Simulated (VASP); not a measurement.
# V (P6_3/mmc) in VASP: a series of runs

V is run at these levels: LDA; tasks: single point, relaxation of cell and atoms.

All numbers are computed with VASP 6.6.1; they aren't measurements. Logs are shortened: lines on timing, memory, paths and dates and some standing lists are left out, and cuts for length are marked.

## (1) The cell of the first run

Symmetry: P6_3/mmc, No. 194, hexagonal system. Conventional cell: a = 2.537 Å, b = 2.537 Å, c = 4.622 Å, α = 90.00°, β = 90.00°, γ = 120.00°. Within 3.3 Å of V (site symmetry -6m2) lie 12 V at 2.54 to 2.74 Å.

This isn't the form of V at room conditions, which is bcc.

## (2) Single point, LDA

INCAR

```
SYSTEM = V
PREC = Accurate
ENCUT = 500
EDIFF = 1E-6
ISMEAR = 0
SIGMA = 0.1
LREAL = .FALSE.
LASPH = .TRUE.
NELM = 120
ALGO = Normal
ISIF = 2
LWAVE = .FALSE.
LCHARG = .FALSE.
NBANDS = 20
GGA_COMPAT = .FALSE.
```

KPOINTS

```
Automatic mesh
0
G
  15 15 8
  0 0 0
```

POSCAR

```
V
1.0
    2.5369309268      0.0000000000      0.0000000000
   -1.2684654634      2.1970466302      0.0000000000
    0.0000000000      0.0000000000      4.6220412764
V
2
Direct
    0.3333333333      0.6666666667      0.2500000000
    0.6666666667      0.3333333333      0.7500000000
```

Potentials or basis: VASP PAW LDA potentials, release 64 (V_sv).

Launch:

```
$ cat potpaw_LDA.64/V_sv/POTCAR > POTCAR
$ mpirun -np 1 vasp_std > vasp.out
```

OUTCAR:

```text
SYSTEM = V
   PREC = Accurate
   ENCUT = 500
   EDIFF = 1E-6
   ISMEAR = 0
   LREAL = .FALSE.
   LASPH = .TRUE.
   NELM = 120
   ISIF = 2

 ion  position               nearest neighbor table
   1  0.333  0.667  0.250-   2 2.74   2 2.74   2 2.74   2 2.74   2 2.74   2 2.74
   2  0.667  0.333  0.750-   1 2.74   1 2.74   1 2.74   1 2.74   1 2.74   1 2.74

  LATTYP: Found a hexagonal cell.
 ALAT       =     2.5369309268
 C/A-ratio  =     1.8219026886

  Lattice vectors:

 A1 = (   2.5369309268,   0.0000000000,   0.0000000000)
 A2 = (  -1.2684654634,   2.1970466302,   0.0000000000)
 A3 = (   0.0000000000,   0.0000000000,   4.6220412764)

Analysis of symmetry for initial positions (statically):
=====================================================================
 Subroutine PRICEL returns:
 Original cell was already a primitive cell.

 Routine SETGRP: Setting up the symmetry group for a
 hexagonal supercell.

 Subroutine GETGRP returns: Found 24 space group operations
 (whereof 12 operations were pure point group operations)
 out of a pool of 24 trial point group operations.

The static configuration has the point symmetry D_3d.
 The point group associated with its full space group is D_6h.

Analysis of symmetry for dynamics (positions and initial velocities):
=====================================================================
 Subroutine PRICEL returns:
 Original cell was already a primitive cell.

 Routine SETGRP: Setting up the symmetry group for a
 hexagonal supercell.

 Subroutine GETGRP returns: Found 24 space group operations
 (whereof 12 operations were pure point group operations)
 out of a pool of 24 trial point group operations.

The dynamic configuration has the point symmetry D_3d.
 The point group associated with its full space group is D_6h.

 Subroutine INISYM returns: Found 24 space group operations
 (whereof 12 operations are pure point group operations),
 and found     1 'primitive' translations

----------------------------------------------------------------------------------------

                                     Primitive cell

  volume of cell :      25.7621

  direct lattice vectors                    reciprocal lattice vectors
     2.536930927  0.000000000  0.000000000     0.394177070  0.227578238  0.000000000
    -1.268465463  2.197046630  0.000000000     0.000000000  0.455156475  0.000000000
     0.000000000  0.000000000  4.622041276     0.000000000  0.000000000  0.216354623
[... 81 lines left out ...]
   LASPH  =      T    aspherical Exc in radial PAW
   ENCUT  =  500.0 eV  36.75 Ry    6.06 a.u.   4.63  4.63  8.43*2*pi/ulx,y,z
   NELM   =    120;   NELMIN=  2; NELMDL= -5     # of ELM steps
   EDIFF  = 0.1E-05   stopping-criterion for ELM
   LREAL  =      F    real-space projection
   EDIFFG = 0.1E-04   stopping-criterion for IOM
   NSW    =      0    number of steps for IOM
   IBRION =     -1    ionic relax: 0-MD 1-quasi-New 2-CG
   NFREE  =      0    steps in history (QN), initial steepest desc. (CG)
   ISIF   =      2    stress and relaxation
   ISYM   =      2    0-nonsym 1-usesym 2-fastsym
   POTIM  = 0.5000    time-step for ionic-motion
   TEBEG  =    0.0;   TEEND  =   0.0 temperature during run
   PSTRESS=    0.0 pullay stress
   NELECT =      26.0000    total number of electrons
   NUPDOWN=      -1.0000    fix difference up-down
   EMIN   =  10.00;   EMAX   =-10.00  energy-range for DOS
   EFERMI =   0.00;   METHOD = LEGACY
   ISMEAR =     0;   SIGMA  =   0.10  broadening in eV -4-tet -1-fermi 0-gaus
   EFERMI_NEDOS =   21; number of points for ismear=-14 and -15
   IALGO  =     38    algorithm
   IMIX   =      4    mixing-type and parameters
     AMIX     =   0.40;   BMIX     =  1.00
     AMIX_MAG =   1.60;   BMIX_MAG =  1.00
  volume/ion in A,a.u.               =      12.88        86.93
  Fermi-wavevector in a.u.,A,eV,Ry     =   1.642122  3.103160 36.688981  2.696564
  Thomas-Fermi vector in A             =   2.732477
   LORBIT       =      0    0 simple, 1 ext, 2 COOP (PROOUT), +10 PAW based schemes
   GGA     = CA    functional components
   LHFCALC =     F    Hartree Fock is set to
   AEXX    =    0.0000 exact exchange contribution
   IVDW    =     0    specifies the selected vdW correction
   LEPSILON=     F    determine dielectric tensor
   LRPA    =     F    only Hartree local field effects (RPA)
 non-spin polarized calculation
 Gauss-broadening in eV      SIGMA  =   0.10
  energy-cutoff  :      500.00
  volume of cell :       25.76
 maximum number of plane-waves:       674
 NGX is ok and might be reduce to    20
   NGX =  9   NGY =  9   NGZ = 17

 number of electron      25.9999998 magnetization

 Free energy of the ion-electron system (eV)
  ---------------------------------------------------
  ext. energy  EPLUGINS =         0.00000000
  ---------------------------------------------------
  free energy    TOTEN  =       -19.35418408 eV

  energy without entropy =      -19.33843568  energy(sigma->0) =      -19.34630988

 E-fermi :  10.4178     XC(G=0): -13.4556

 val. band max:       10.4172747152   @ k =   0.1333   0.0000   0.5000
 cond. band min:      10.4190409322   @ k =   0.2667   0.2667   0.0000
 fundamental gap:      0.0017662170
 Fermi energy:        10.4177510988

 k-point     1 :       0.0000    0.0000    0.0000
  band No.  band energies     occupation
      1     -52.7946      2.00000
      2     -52.6439      2.00000
      3     -27.3942      2.00000
      4     -26.5685      2.00000
      5     -26.3917      2.00000
      6     -26.3917      2.00000
[... 541 lines left out ...]
     19      16.9735      0.00000
     20      18.5038      0.00000

 [... further k-points ...]

------------------------ aborting loop because EDIFF is reached ----------------------------------------

  FORCE on cell =-STRESS in cart. coord.  units (eV):
  Direction    XX          YY          ZZ          XY          YZ          ZX
  --------------------------------------------------------------------------------------
  -------------------------------------------------------------------------------------
  Total        0.0674341      0.0674341      0.0572515      0.0000000      0.0000000      0.0000000
  in kB        4.1938084      4.1938084      3.5605380      0.0000000      0.0000000      0.0000000
  external PRESSURE =       3.9827183 kB  Pullay stress =       0.0000000 kB

 VOLUME and BASIS-vectors are now :
 -----------------------------------------------------------------------------
  energy-cutoff  :      500.00
  volume of cell :       25.76
      direct lattice vectors                 reciprocal lattice vectors
     2.536930927  0.000000000  0.000000000     0.394177070  0.227578238  0.000000000
    -1.268465463  2.197046630  0.000000000     0.000000000  0.455156475  0.000000000
     0.000000000  0.000000000  4.622041276     0.000000000  0.000000000  0.216354623

 POSITION                                       TOTAL-FORCE (eV/Angst)
 -----------------------------------------------------------------------------------
     -0.00000      1.46470      1.15551        -0.000000      0.000000      0.000000
      1.26847      0.73235      3.46653         0.000000     -0.000000      0.000000
 -----------------------------------------------------------------------------------
    total drift:                               -0.000000      0.000000     -0.000000

  FREE ENERGIE OF THE ION-ELECTRON SYSTEM (eV)
  ---------------------------------------------------
  free  energy   TOTEN  =       -19.3541840785 eV

  energy  without entropy=      -19.3384356836  energy(sigma->0) =      -19.34630988
```

It took 77 s on 1 thread of Intel Xeon 8259CL, shared host; peak memory 0.17 GiB.

What came out:

```yaml
Free_energy: -19.3542 eV
Pressure: 0.4 GPa
Band_gap_on_the_k_mesh: zero (bands 13 and 14 overlap by 2.34 eV)
```

## (3) Single point, LDA

This run uses another cell than the first one, of 12.94 Å³/atom.

INCAR

```
  PREC = Accurate
  ENCUT = 500
  EDIFF = 1E-6
  ISMEAR = -1
  SIGMA = 0.15
  LREAL = F
  LASPH = T
  NELM = 120
  ALGO = Normal
  ISIF = 2
  LWAVE = F
  LCHARG = T
  LELF = T
  LVHAR = T
  NBANDS = 20
  GGA_COMPAT = F
```

KPOINTS

```
regular mesh
0
Gamma
  15 15 8
```

POSCAR

```
V
1.0
    2.5431190214      0.0000000000      0.0000000000
   -1.2715595107      2.2024056774      0.0000000000
    0.0000000000      0.0000000000      4.6206406850
V
2
Direct
    0.3333333333      0.6666666667      0.2500000000
    0.6666666667      0.3333333333      0.7500000000
```

Potentials or basis: VASP PAW LDA potentials, release 64 (V_sv).

Launch:

```
$ cat potpaw_LDA.64/V_sv/POTCAR > POTCAR
$ mpirun -np 1 vasp_std > vasp.out
```

Wall time 78 s (1 thread of Intel Xeon 8259CL, shared host); peak memory 0.17 GiB.

It converged, with:

| Quantity | Value |
| --- | --- |
| Free energy | -19.4647 eV |
| Pressure | 0.4 GPa |
| Band gap on the k mesh | zero (bands 13 and 14 overlap by 2.32 eV) |

Levels at points of the mesh, in eV from the Fermi level:
| k point | band 11 | band 12 | band 13 | band 14 | band 15 | band 16 |
| --- | --- | --- | --- | --- | --- | --- |
| (0.00, 0.00, 0.00) | -0.68 | -0.02 | 0.32 | 0.32 | 0.66 | 0.66 |
| (0.00, 0.00, 0.50) | -1.11 | -1.11 | 0.36 | 0.36 | 0.36 | 0.36 |

## (4) Relaxation of cell and atoms, LDA

INCAR

```
PREC = Accurate
ENCUT = 500
EDIFF = 1E-7
ISMEAR = 0
SIGMA = 0.1
LREAL = F
LASPH = T
NELM = 120
ALGO = Normal
ISIF = 3
LWAVE = F
LCHARG = F
GGA = CA
IBRION = 2
NSW = 100
EDIFFG = -0.002
GGA_COMPAT = F
NELMIN = 4
```

KPOINTS

```
Automatic mesh
0
Gamma
  15 15 8
```

POSCAR

```
V
1.0
    2.5342955481      0.0000000000      0.0000000000
   -1.2671477740      2.1947643253      0.0000000000
    0.0000000000      0.0000000000      4.6308216833
V
2
Direct
    0.3333333333      0.6666666667      0.2500000000
    0.6666666667      0.3333333333      0.7500000000
```

Potentials or basis: VASP PAW LDA potentials, release 64 (V_sv).

Launch:

```
$ cat potpaw_LDA.64/V_sv/POTCAR > POTCAR
$ mpirun -np 1 vasp_std > vasp.out
```

OUTCAR:

```text
PREC = Accurate
   ENCUT = 500
   EDIFF = 1E-7
   ISMEAR = 0
   LREAL = F
   LASPH = T
   NELM = 120
   ISIF = 3
   GGA = CA
   IBRION = 2
   NSW = 100
   EDIFFG = -0.002
   NELMIN = 4

 ion  position               nearest neighbor table
   1  0.333  0.667  0.250-   2 2.74   2 2.74   2 2.74   2 2.74   2 2.74   2 2.74
   2  0.667  0.333  0.750-   1 2.74   1 2.74   1 2.74   1 2.74   1 2.74   1 2.74

  LATTYP: Found a hexagonal cell.
 ALAT       =     2.5342955481
 C/A-ratio  =     1.8272618940

  Lattice vectors:

 A1 = (   2.5342955481,   0.0000000000,   0.0000000000)
 A2 = (  -1.2671477740,   2.1947643253,   0.0000000000)
 A3 = (   0.0000000000,   0.0000000000,   4.6308216833)

Analysis of symmetry for initial positions (statically):
=====================================================================
 Subroutine PRICEL returns:
 Original cell was already a primitive cell.

 Routine SETGRP: Setting up the symmetry group for a
 hexagonal supercell.

 Subroutine GETGRP returns: Found 24 space group operations
 (whereof 12 operations were pure point group operations)
 out of a pool of 24 trial point group operations.
[... 173 lines left out ...]
  -------------------------------------------------------------------------------------
  Total        0.1026593      0.1026593     -0.0015454      0.0000000      0.0000000      0.0000000
  in kB        6.3856578      6.3856578     -0.0961288      0.0000000      0.0000000      0.0000000
  external PRESSURE =       4.2250623 kB  Pullay stress =       0.0000000 kB
[... 131 lines left out ...]
--------------------------------------- Ionic step        5  -------------------------------------------

 number of electron      26.0000023 magnetization

 Free energy of the ion-electron system (eV)
  ---------------------------------------------------
  ext. energy  EPLUGINS =         0.00000000
  ---------------------------------------------------
  free energy    TOTEN  =       -19.35426307 eV

  energy without entropy =      -19.33845454  energy(sigma->0) =      -19.34635880

 E-fermi :  10.3914     XC(G=0): -13.4447

 val. band max:       10.3839267527   @ k =   0.4000   0.1333   0.3750
 cond. band min:      10.3917216615   @ k =   0.1333   0.0000   0.5000
 fundamental gap:      0.0077949088
 Fermi energy:        10.3914199808

 k-point     1 :       0.0000    0.0000    0.0000
  band No.  band energies     occupation
      1     -52.8218      2.00000
      2     -52.6722      2.00000
      3     -27.4196      2.00000
      4     -26.5985      2.00000
      5     -26.4236      2.00000
      6     -26.4236      2.00000
[... 457 lines left out ...]
      4     -27.3061      2.00000
      5     -26.9442      2.00000
      6     -26.8961      2.00000
[... 9 lines left out ...]
     16      12.9908      0.00000
     17      13.0778      0.00000

 [... further k-points ...]

------------------------ aborting loop because EDIFF is reached ----------------------------------------

  FORCE on cell =-STRESS in cart. coord.  units (eV):
  Direction    XX          YY          ZZ          XY          YZ          ZX
  --------------------------------------------------------------------------------------
  -------------------------------------------------------------------------------------
  Total       -0.0039708     -0.0039708     -0.0032102     -0.0000000      0.0000000      0.0000000
  in kB       -0.2464628     -0.2464628     -0.1992531     -0.0000000      0.0000000      0.0000000
  external PRESSURE =      -0.2307262 kB  Pullay stress =       0.0000000 kB
[... 17 lines left out ...]
  FREE ENERGIE OF THE ION-ELECTRON SYSTEM (eV)
  ---------------------------------------------------
  free  energy   TOTEN  =       -19.3542630675 eV

  energy  without entropy=      -19.3384545353  energy(sigma->0) =      -19.34635880

 reached required accuracy - stopping structural energy minimisation
```

OSZICAR:

```text
N       E                     dE             d eps       ncg     rms          rms(c)
DAV:   1     0.327901912748E+03    0.32790E+03   -0.16583E+04  4614   0.177E+03
DAV:   2    -0.110025945377E+02   -0.33890E+03   -0.33661E+03  4645   0.571E+02
DAV:   3    -0.216721606567E+02   -0.10670E+02   -0.10369E+02  6354   0.115E+02
[... 39 lines left out ...]
       N       E                     dE             d eps       ncg     rms          rms(c)
DAV:   1    -0.193542644204E+02   -0.13416E-05   -0.40091E-05  4914   0.947E-02    0.851E-03
DAV:   2    -0.193542632870E+02    0.11333E-05   -0.30101E-06  5018   0.220E-02    0.312E-03
DAV:   3    -0.193542630943E+02    0.19273E-06   -0.38261E-07  4327   0.569E-03    0.115E-03
DAV:   4    -0.193542630675E+02    0.26799E-07   -0.46668E-08  2384   0.268E-03
   5 F= -.19354263E+02 E0= -.19346359E+02  d E =-.412958E-04
```

Wall time 3.4 min (1 thread of Intel Xeon 8259CL, shared host); peak memory 0.16 GiB.

Results:

```
Free energy                           : -19.3543 eV
Relaxed volume                        : 12.91 Å³/atom
Relaxed cell                          : a = 2.539 Å, b = 2.539 Å, c = 4.624 Å, α = 90.00°, β = 90.00°, γ = 120.00°
Space group after relaxing (to 0.1 Å) : P6_3/mmc (No. 194)
Energy gained by relaxing             : 0.1 meV/atom
Ionic steps                           : 5
Pressure after relaxing               : 0.0 GPa
Band gap on the k mesh                : zero (bands 13 and 14 overlap by 2.33 eV)
```

The path:
```csv
step,energy change (eV),largest force (eV/Å),pressure (GPa),volume (Å³)
1,0.0000,0.0000,0.42,25.76
2,-0.0001,0.0000,-0.57,25.88
3,-0.0001,0.0000,-0.14,25.83
4,-0.0002,0.0000,-0.02,25.81
5,-0.0002,0.0000,-0.02,25.81
```

Final structure:
```
V
1.0
     2.53888    0.00000    0.00000
    -1.26944    2.19873    0.00000
     0.00000    0.00000    4.62407
V
2
Cartesian
  0.0000 1.4658 1.1560
  1.2694 0.7329 3.4680
```

Levels at points of the mesh, in eV from the Fermi level:
| k point | band 10 | band 11 | band 12 | band 13 | band 14 | band 15 | band 16 | band 17 |
| --- | --- | --- | --- | --- | --- | --- | --- | --- |
| (0.00, 0.00, 0.00) | -3.60 | -0.70 | -0.03 | 0.32 | 0.32 | 0.66 | 0.66 | 1.97 |
| (0.00, 0.00, 0.50) | -5.09 | -1.13 | -1.13 | 0.36 | 0.36 | 0.36 | 0.36 | 2.70 |

## (5) Relaxation of cell and atoms, LDA

INCAR

```
SYSTEM = V
  ALGO = Normal
  EDIFF = 1E-7
  EDIFFG = -0.001
  ENCUT = 500
  GGA = CA
  GGA_COMPAT = .False.
  IBRION = 2
  ISIF = 3
  ISMEAR = -1
  LASPH = .True.
  LCHARG = .False.
  LREAL = .False.
  LWAVE = .False.
  NELM = 120
  NELMIN = 4
  NSW = 80
  PREC = Accurate
  SIGMA = 0.15
```

KPOINTS

```
k-points
0
Gamma
  15 15 8
  0 0 0
```

POSCAR

```
V
1.0
    2.5369309268      0.0000000000      0.0000000000
   -1.2684654634      2.1970466302      0.0000000000
    0.0000000000      0.0000000000      4.6220412764
V
2
Direct
    0.3333333333      0.6666666667      0.2500000000
    0.6666666667      0.3333333333      0.7500000000
```

Launch:

```
$ cat potpaw_LDA.64/V_sv/POTCAR > POTCAR
$ mpirun -np 1 vasp_std > vasp.out
```

Wall time 7.3 min (1 thread of Intel Xeon 8259CL, shared host); peak memory 0.17 GiB.

The run converged. Its results:

```yaml
Free_energy: -19.4646 eV
Relaxed_volume: 12.96 Å³/atom
Relaxed_cell: a = 2.545 Å, b = 2.545 Å, c = 4.622 Å, α = 90.00°, β = 90.00°, γ = 120.00°
Space_group_after_relaxing_to_0.1_Å: P6_3/mmc (No. 194)
Energy_gained_by_relaxing: 0.4 meV/atom
Ionic_steps: 14
Pressure_after_relaxing: 0.0 GPa
Band_gap_on_the_k_mesh: zero (bands 13 and 14 overlap by 2.32 eV)
```

The path:
```csv
step,energy change (eV),largest force (eV/Å),pressure (GPa),volume (Å³)
1,0.0000,0.0000,1.28,25.76
2,0.0004,0.0000,-1.66,26.15
3,-0.0007,0.0000,-0.05,25.93
4,-0.0007,0.0000,-0.04,25.93
5,-0.0008,0.0000,0.03,25.93
6,-0.0008,0.0000,0.02,25.93
7,-0.0008,0.0000,0.03,25.92
8,-0.0008,0.0000,0.00,25.93
9,-0.0008,0.0000,0.03,25.93
10,-0.0008,0.0000,0.02,25.93
11,-0.0008,0.0000,0.02,25.93
12,-0.0008,0.0000,-0.03,25.93
13,-0.0008,0.0000,-0.01,25.93
14,-0.0008,0.0000,0.00,25.93
```

Final structure:
```xyz
2
Lattice="2.5450 0.0000 0.0000 -1.2725 2.2040 0.0000 0.0000 0.0000 4.6223" Properties=species:S:1:pos:R:3 pbc="T T T"
V     0.0000    1.4693    1.1556
V     1.2725    0.7347    3.4667
```

Levels at points of the mesh, in eV from the Fermi level:
```tsv
k point	band 10	band 11	band 12	band 13	band 14	band 15	band 16	band 17
(0.00, 0.00, 0.00)	-3.59	-0.68	-0.02	0.31	0.31	0.66	0.66	1.95
(0.00, 0.00, 0.50)	-5.08	-1.11	-1.11	0.35	0.35	0.35	0.35	2.68
```

## (6) Overview

```tsv
task	cell	smearing	gap on the mesh (eV)	pressure (GPa)	relaxed volume (Å³/atom)
single point	a = 2.537, b = 2.537, c = 4.622 Å, angles 90.0, 90.0, 120.0°, 2 atoms	gaussian 0.1 eV	none	0.4	-
single point	a = 2.543, b = 2.543, c = 4.621 Å, angles 90.0, 90.0, 120.0°, 2 atoms	fermi-dirac 0.15 eV	none	0.4	-
relaxation of cell and atoms	relaxed from a = 2.534, b = 2.534, c = 4.631 Å, angles 90.0, 90.0, 120.0°, 2 atoms	gaussian 0.1 eV	none	0.0	12.91
relaxation of cell and atoms	relaxed from a = 2.537, b = 2.537, c = 4.622 Å, angles 90.0, 90.0, 120.0°, 2 atoms	fermi-dirac 0.15 eV	none	0.0	12.96
```

Alike in all rows: level LDA; potentials or basis VASP PAW LDA potentials, release 64 (V_sv); no spin polarisation; k mesh 15 × 15 × 8; cutoff (eV) 500.

Total energies depend on the potentials used, so only differences within one code and one set of settings carry meaning.
